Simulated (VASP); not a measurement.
# CoO (I4/mmm) in VASP: further runs

CoO is run at these levels: LDA; tasks: single point.

All numbers are computed with VASP 6.6.1; they aren't measurements. Logs are shortened: lines on timing, memory, paths and dates and some standing lists are left out, and cuts for length are marked.

### 1 The cell of the first run

Symmetry: I4/mmm, No. 139, tetragonal system. Conventional cell: a = 3.006 Å, b = 3.006 Å, c = 4.200 Å, α = 90.00°, β = 90.00°, γ = 90.00°. Within 2.8 Å of Co (site symmetry 4/mmm) lie 6 O at 2.10 to 2.13 Å. Within 2.8 Å of O (site symmetry 4/mmm) lie 6 Co at 2.10 to 2.13 Å.

### 2 Single point, LDA, collinear spin, ferromagnetic start (9.49 Å³/atom)

Contents of INCAR:

```
SYSTEM = CoO
PREC = Accurate ; ENCUT = 520
EDIFF = 1E-6 ; ISMEAR = -1
SIGMA = 0.03 ; LREAL = .False.
LASPH = .True. ; NELM = 150
ALGO = Normal ; ISIF = 2
LWAVE = .False. ; LCHARG = .False.
ISPIN = 2 ; MAGMOM = 2 0
LORBIT = 11 ; LMAXMIX = 4
GGA = CA ; ISYM = 0
NBANDS = 18
```

Contents of KPOINTS:

```
Automatic mesh
0
Gamma
  13 13 15
  0 0 0
```

Contents of POSCAR:

```
CoO
1.0
   -1.5029566364      1.5029566364      2.1002022435
    1.5029566364     -1.5029566364      2.1002022435
    1.5029566364      1.5029566364     -2.1002022435
Co O
1 1
Direct
    0.0000000000      0.0000000000      0.0000000000
    0.5000000000      0.5000000000      0.0000000000
```

Potentials or basis: VASP PAW LDA potentials, release 64 (Co, O).

Run with:

```
> cat potpaw_LDA.64/Co/POTCAR potpaw_LDA.64/O/POTCAR > POTCAR
> mpirun -np 1 vasp_std > vasp.out
```

OUTCAR:

```text
SYSTEM = CoO
   PREC = Accurate
   ENCUT = 520
   EDIFF = 1E-6
   ISMEAR = -1
   LREAL = .False.
   LASPH = .True.
   NELM = 150
   ISIF = 2
   ISPIN = 2
   LORBIT = 11
   GGA = CA
   ISYM = 0

 ion  position               nearest neighbor table
   1  0.000  0.000  0.000-   2 2.10   2 2.10   2 2.13   2 2.13   2 2.13   2 2.13
   2  0.500  0.500  0.000-   1 2.10   1 2.10   1 2.13   1 2.13   1 2.13   1 2.13

IMPORTANT INFORMATION: All symmetrisations will be switched off!
NOSYMM: (Re-)initialisation of all symmetry stuff for point group C_1.

----------------------------------------------------------------------------------------

                                     Primitive cell

  volume of cell :      18.9764

  direct lattice vectors                    reciprocal lattice vectors
    -1.502956636  1.502956636  2.100202244     0.000000000  0.332677596  0.238072310
     1.502956636 -1.502956636  2.100202244     0.332677596  0.000000000  0.238072310
     1.502956636  1.502956636 -2.100202244     0.332677596  0.332677596  0.000000000

  length of vectors
     2.988077436  2.988077436  2.988077436     0.409087775  0.409087775  0.470477168

  position of ions in fractional coordinates (direct lattice)
     0.000000000  0.000000000  0.000000000
     0.500000000  0.500000000  0.000000000

  ion indices of the primitive-cell ions
   primitive index   ion index
                 1           1
                 2           2

----------------------------------------------------------------------------------------

 KPOINTS: Automatic mesh

Automatic generation of k-mesh.
 Grid dimensions read from file:
 generate k-points for:   13   13   15

 Generating k-lattice:

  Cartesian coordinates                     Fractional coordinates (reciprocal lattice)
     0.000000000  0.025590584  0.018313255     0.076923077 -0.000000000  0.000000000
     0.025590584  0.000000000  0.018313255    -0.000000000  0.076923077  0.000000000
     0.022178506  0.022178506  0.000000000     0.000000000  0.000000000  0.066666667

  Length of vectors
     0.031468290  0.031468290  0.031365145

  Shift w.r.t. Gamma in fractional coordinates (k-lattice)
     0.000000000  0.000000000  0.000000000

 -----------------------------------------------------------------------------
|                                                                             |
|           W    W    AA    RRRRR   N    N  II  N    N   GGGG   !!!           |
|           W    W   A  A   R    R  NN   N  II  NN   N  G    G  !!!           |
|           W    W  A    A  R    R  N N  N  II  N N  N  G       !!!           |
|           W WW W  AAAAAA  RRRRR   N  N N  II  N  N N  G  GGG   !            |
|           WW  WW  A    A  R   R   N   NN  II  N   NN  G    G                |
|           W    W  A    A  R    R  N    N  II  N    N   GGGG   !!!           |
|                                                                             |
|     Your reciprocal lattice and k-lattice belong to different lattice       |
|     classes:                                                                |
|                                                                             |
|        The reciprocal lattice is body-centered tetragonal,                  |
|        whereas your k-lattice is base-centered monoclinic.                  |
|                                                                             |
|     Results are often still useful ...                                      |
|                                                                             |
 -----------------------------------------------------------------------------

 WARNING: IBZKPT: internal override: KBLOWUP is changed to .FALSE.
      ... skipping the blow-up phase ...

 Subroutine IBZKPT returns following result:
 ===========================================

 Found   1268 irreducible k-points:

 Following reciprocal coordinates:
            Coordinates               Weight
  0.000000  0.000000  0.000000      1.000000
  0.076923  0.000000 -0.000000      2.000000
  0.153846  0.000000 -0.000000      2.000000
  0.230769  0.000000 -0.000000      2.000000
  0.307692  0.000000 -0.000000      2.000000
  0.384615  0.000000 -0.000000      2.000000
[... 16 lines left out ...]
  0.153846  0.153846 -0.000000      2.000000
  0.230769  0.153846 -0.000000      2.000000
 [... further k-points ...]
   k-points           NKPTS =   1268   k-points in BZ     NKDIM =   1268   number of bands    NBANDS=     18
   number of dos      NEDOS =    301   number of ions     NIONS =      2
   total plane-waves  NPLWV =  13824
   dimension x,y,z NGX =    24 NGY =   24 NGZ =   24
   dimension x,y,z NGXF=    48 NGYF=   48 NGZF=   48
   ions per type =               1   1
   NGX,Y,Z   is equivalent  to a cutoff of  13.35, 13.35, 13.35 a.u.
   NGXF,Y,Z  is equivalent  to a cutoff of  26.71, 26.71, 26.71 a.u.
 SYSTEM =  CoO
   PREC   = accura    normal or accurate (medium, high low for compatibility)
   ISTART =      0    job   : 0-new  1-cont  2-samecut
   ICHARG =      2    charge: 1-file 2-atom 10-const
   ISPIN  =      2    spin polarized calculation?
   LNONCOLLINEAR =      F non collinear calculations
   LSORBIT =      F    spin-orbit coupling
   LASPH  =      T    aspherical Exc in radial PAW
   ENCUT  =  520.0 eV  38.22 Ry    6.18 a.u.   5.56  5.56  5.56*2*pi/ulx,y,z
   NELM   =    150;   NELMIN=  2; NELMDL= -5     # of ELM steps
   EDIFF  = 0.1E-05   stopping-criterion for ELM
   LREAL  =      F    real-space projection
   EDIFFG = 0.1E-04   stopping-criterion for IOM
   NSW    =      0    number of steps for IOM
   IBRION =     -1    ionic relax: 0-MD 1-quasi-New 2-CG
   NFREE  =      0    steps in history (QN), initial steepest desc. (CG)
   ISIF   =      2    stress and relaxation
   ISYM   =      0    0-nonsym 1-usesym 2-fastsym
   POTIM  = 0.5000    time-step for ionic-motion
   TEBEG  =    0.0;   TEEND  =   0.0 temperature during run
   PSTRESS=    0.0 pullay stress
   NELECT =      15.0000    total number of electrons
   NUPDOWN=      -1.0000    fix difference up-down
   EMIN   =  10.00;   EMAX   =-10.00  energy-range for DOS
   EFERMI =   0.00;   METHOD = LEGACY
   ISMEAR =    -1;   SIGMA  =   0.03  broadening in eV -4-tet -1-fermi 0-gaus
   EFERMI_NEDOS =   21; number of points for ismear=-14 and -15
   IALGO  =     38    algorithm
   IMIX   =      4    mixing-type and parameters
     AMIX     =   0.40;   BMIX     =  1.00
     AMIX_MAG =   1.60;   BMIX_MAG =  1.00
  volume/ion in A,a.u.               =       9.49        64.03
  Fermi-wavevector in a.u.,A,eV,Ry     =   1.513679  2.860439 31.174015  2.291225
  Thomas-Fermi vector in A             =   2.623438
   LORBIT       =     11    0 simple, 1 ext, 2 COOP (PROOUT), +10 PAW based schemes
   GGA     = CA    functional components
   LHFCALC =     F    Hartree Fock is set to
   AEXX    =    0.0000 exact exchange contribution
   IVDW    =     0    specifies the selected vdW correction
   LEPSILON=     F    determine dielectric tensor
   LRPA    =     F    only Hartree local field effects (RPA)
 spin polarized calculation
  energy-cutoff  :      520.00
  volume of cell :       18.98
 maximum number of plane-waves:       533
   NGX = 11   NGY = 11   NGZ = 11

 number of electron      15.0000003 magnetization       2.5945526

 Free energy of the ion-electron system (eV)
  ---------------------------------------------------
  ext. energy  EPLUGINS =         0.00000000
  ---------------------------------------------------
  free energy    TOTEN  =       -14.69352066 eV

  energy without entropy =      -14.68139678  energy(sigma->0) =      -14.68745872

 E-fermi :   7.9071     XC(G=0): -12.9917

 val. band max:        7.9065045688   @ k =  -0.4615   0.3846   0.4000
 cond. band min:       7.9071525746   @ k =  -0.2308   0.3077  -0.0000
 fundamental gap:      0.0006480058
 Fermi energy:         7.9070510287

 spin component 1

 k-point     1 :       0.0000    0.0000    0.0000
  band No.  band energies     occupation
      1     -12.3621      1.00000
      2       4.4726      1.00000
      3       4.5106      1.00000
      4       4.5108      1.00000
      5       4.9704      1.00000
      6       4.9721      1.00000
[... 10 lines left out ...]
     17      29.7698      0.00000
     18      32.6668      0.00000

 k-point     2 :       0.0769    0.0000   -0.0000
  band No.  band energies     occupation
      1     -12.2968      1.00000
      2       3.8869      1.00000
      3       3.9680      1.00000
      4       3.9889      1.00000
      5       5.0209      1.00000
      6       5.0590      1.00000
[... 10 lines left out ...]
     17      30.3076      0.00000
     18      33.6830      0.00000
[... 442 lines left out ...]
 k-point    24 :       0.2308    0.1538   -0.0000
  band No.  band energies     occupation
      1     -11.4794      1.00000
      2       0.8183      1.00000
      3       2.1593      1.00000
      4       2.5708      1.00000
      5       5.4173      1.00000
      6       5.5380      1.00000
[... 10 lines left out ...]
     17      35.9047      0.00000
     18      36.9926      0.00000

 [... further k-points ...]

 spin component 2

 k-point     1 :       0.0000    0.0000    0.0000
  band No.  band energies     occupation
      1     -11.9264      1.00000
      2       4.9497      1.00000
      3       5.0026      1.00000
      4       5.0041      1.00000
      5       6.7346      1.00000
      6       6.7351      1.00000
[... 10 lines left out ...]
     17      30.5219      0.00000
     18      33.3989      0.00000

 k-point     2 :       0.0769    0.0000   -0.0000
  band No.  band energies     occupation
      1     -11.8600      1.00000
      2       4.4694      1.00000
      3       4.7340      1.00000
      4       4.7658      1.00000
      5       6.8132      1.00000
      6       6.8332      1.00000
[... 10 lines left out ...]
     17      31.0109      0.00000
     18      34.4253      0.00000
[... 442 lines left out ...]
 k-point    24 :       0.2308    0.1538   -0.0000
  band No.  band energies     occupation
      1     -11.0261      1.00000
      2       1.4105      1.00000
      3       3.1996      1.00000
      4       3.2945      1.00000
      5       7.2590      1.00000
      6       7.5403      1.00000
[... 10 lines left out ...]
     17      36.3910      0.00000
     18      37.5201      0.00000

 [... further k-points ...]
[... 5 lines left out ...]
  --------------------------------------------------------------------------------------
  -------------------------------------------------------------------------------------
  Total       -2.2574865     -2.2574848     -2.3096185      0.0092406      0.0025390      0.0025368
  in kB     -190.5994902   -190.5993445   -195.0009929      0.7801831      0.2143696      0.2141856
  external PRESSURE =    -192.0666092 kB  Pullay stress =       0.0000000 kB

 VOLUME and BASIS-vectors are now :
 -----------------------------------------------------------------------------
  energy-cutoff  :      520.00
  volume of cell :       18.98
      direct lattice vectors                 reciprocal lattice vectors
    -1.502956636  1.502956636  2.100202244     0.000000000  0.332677596  0.238072310
     1.502956636 -1.502956636  2.100202244     0.332677596  0.000000000  0.238072310
     1.502956636  1.502956636 -2.100202244     0.332677596  0.332677596  0.000000000

 POSITION                                       TOTAL-FORCE (eV/Angst)
 -----------------------------------------------------------------------------------
      0.00000      0.00000      0.00000         0.000013      0.000000      0.000001
      0.00000      0.00000      2.10020        -0.000013     -0.000000     -0.000001
 -----------------------------------------------------------------------------------
    total drift:                               -0.000001      0.000002     -0.000002

  FREE ENERGIE OF THE ION-ELECTRON SYSTEM (eV)
  ---------------------------------------------------
  free  energy   TOTEN  =       -14.6935206630 eV

  energy  without entropy=      -14.6813967754  energy(sigma->0) =      -14.68745872

 total charge

# of ion       s       p       d       tot
------------------------------------------
    1        0.300   0.368   7.211   7.880
    2        1.547   3.382   0.000   4.929
--------------------------------------------------
tot          1.847   3.751   7.211  12.809

 magnetization (x)

# of ion       s       p       d       tot
------------------------------------------
    1        0.019   0.017   2.247   2.283
    2        0.028   0.229   0.000   0.257
--------------------------------------------------
tot          0.047   0.246   2.247   2.540
```

Wall time 20 min (1 thread of Oxide Virtual Turin-like, shared host); peak memory 0.65 GiB.

Results:

- Free energy: -14.6935 eV
- Pressure: -19.2 GPa
- Net moment: 2.59 μB per cell
- Site moments: Co +2.28; O +0.26 μB
- Valence electrons inside the program's atomic spheres: Co 7.88; O 4.93

Levels at points of the mesh, in eV from the Fermi level:
Spin up:
```
           k point  band 5  band 6  band 7  band 8  band 9  band 10  band 11  band 12  band 13  band 14
(0.00, 0.00, 0.00)   -2.94   -2.93   -2.89   -2.89   -2.86     1.04    16.67    18.09    18.09    18.12
```
Spin down:
```tsv
k point	band 2	band 3	band 4	band 5	band 6	band 7	band 8	band 9	band 10	band 11
(0.00, 0.00, 0.00)	-2.96	-2.90	-2.90	-1.17	-1.17	-1.10	-0.51	-0.50	1.52	16.76
```

Caveat: the cell stands under tension; a cell with one magnetic atom can't hold antiferromagnetic order, which such compounds often take; semilocal functionals often make such compounds metallic where correlation or magnetic order opens a gap, which also shifts bond lengths. With open d or f shells a metallic result of LDA can be an artefact of self-interaction; +U or a hybrid may open a gap.

### 3 Single point, LDA, collinear spin, ferromagnetic start (9.20 Å³/atom)

This run uses another cell than the first one, of 9.20 Å³/atom.

Contents of INCAR:

```
PREC = Accurate
ENCUT = 520
EDIFF = 1E-6
ISMEAR = -1
SIGMA = 0.03
LREAL = False
LASPH = True
NELM = 150
ALGO = Normal
ISIF = 2
LWAVE = False
LCHARG = False
ISPIN = 2
MAGMOM = 2 0
LORBIT = 11
LMAXMIX = 4
ISYM = 0
NBANDS = 18
```

Contents of KPOINTS:

```
Automatic mesh
0
Gamma
  13 13 15
```

Contents of POSCAR:

```
CoO
1.0
   -1.4876192741      1.4876192741      2.0787701130
    1.4876192741     -1.4876192741      2.0787701130
    1.4876192741      1.4876192741     -2.0787701130
Co O
1 1
Direct
    0.0000000000      0.0000000000      0.0000000000
    0.5000000000      0.5000000000      0.0000000000
```

Potentials or basis: VASP PAW LDA potentials, release 64 (Co, O).

Run with:

```
> cat potpaw_LDA.64/Co/POTCAR potpaw_LDA.64/O/POTCAR > POTCAR
> mpirun -np 1 vasp_std > vasp.out
```

Run time: 17 min. Hardware: 1 thread of Oxide Virtual Turin-like, shared host; peak memory 0.65 GiB.

It converged, with:

| Property | Result |
| --- | --- |
| Free energy | -14.7547 eV |
| Pressure | -15.1 GPa |
| Net moment | 2.49 μB per cell |
| Site moments | Co +2.20; O +0.24 μB |
| Valence electrons inside the program's atomic spheres | Co 7.94; O 4.94 |

Stress tensor (GPa, compression positive):
```
-15.10   0.05   0.01
  0.05 -15.10   0.01
  0.01   0.01 -15.07
```

Levels at points of the mesh, in eV from the Fermi level:
Spin up:
```tsv
k point	band 7	band 8	band 9	band 10	band 11	band 12
(0.00, 0.00, 0.00)	-2.87	-2.87	-2.86	1.22	16.77	18.35
```
Spin down:
| k point | band 4 | band 5 | band 6 | band 7 | band 8 | band 9 |
| --- | --- | --- | --- | --- | --- | --- |
| (0.00, 0.00, 0.00) | -3.07 | -1.25 | -1.25 | -1.18 | -0.58 | -0.57 |

Caveat: the cell stands under tension; a cell with one magnetic atom can't hold antiferromagnetic order, which such compounds often take; semilocal functionals often make such compounds metallic where correlation or magnetic order opens a gap, which also shifts bond lengths.
